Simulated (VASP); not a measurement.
Ta:

```
Ta
1.0
     2.90037    0.00000    0.00000
    -1.45019    2.51180    0.00000
     0.00000    0.00000    5.16627
Ta
2
Direct
  0.66667 0.33333 0.75000
  0.33333 0.66667 0.25000
```

This isn't the form of Ta at room conditions, which is bcc.

```yaml
Program: VASP 6.6.1
Task: relaxation of cell and atoms
Functional: PBEsol
Dispersion: D3(BJ)
Potentials_or_basis: VASP PAW PBE potentials, release 64 (Ta_pv)
Cutoff: 500 eV
k_mesh: 13 × 13 × 7
Occupations: fermi-dirac, width 0.1 eV
Spin: no spin polarisation
```

At the start: pressure -12.8 GPa; volume 18.82 Å³/atom.

How do energy, volume and symmetry change on relaxing?

Over 9 steps the energy falls by 52.8 meV/atom and the volume is 17.57 Å³/atom (-6.6 %); space group P6_3/mmc (No. 194, to 0.1 Å) before and after.

The path:
| step | energy change (eV) | largest force (eV/Å) | pressure (GPa) | volume (Å³) |
| --- | --- | --- | --- | --- |
| 1 | 0.0000 | 0.0000 | -12.79 | 37.64 |
| 2 | 0.5230 | 0.0000 | 44.67 | 30.03 |
| 3 | -0.1049 | 0.0000 | -0.82 | 35.28 |
| 4 | -0.1053 | 0.0000 | -0.12 | 35.16 |
| 5 | -0.1053 | 0.0000 | 0.18 | 35.11 |
| 6 | -0.1056 | 0.0000 | 0.19 | 35.10 |
| 7 | -0.1056 | 0.0000 | 0.19 | 35.11 |
| 8 | -0.1056 | 0.0000 | -0.36 | 35.19 |
| 9 | -0.1057 | 0.0000 | 0.01 | 35.14 |

Final structure:
```
Ta
1.0
     2.83961    0.00000    0.00000
    -1.41980    2.45917    0.00000
     0.00000    0.00000    5.03158
Ta
2
Direct
  0.66667 0.33333 0.75000
  0.33333 0.66667 0.25000
```

Caveat: the PAW data sets were made with another functional, which shifts forces and pressure a little.
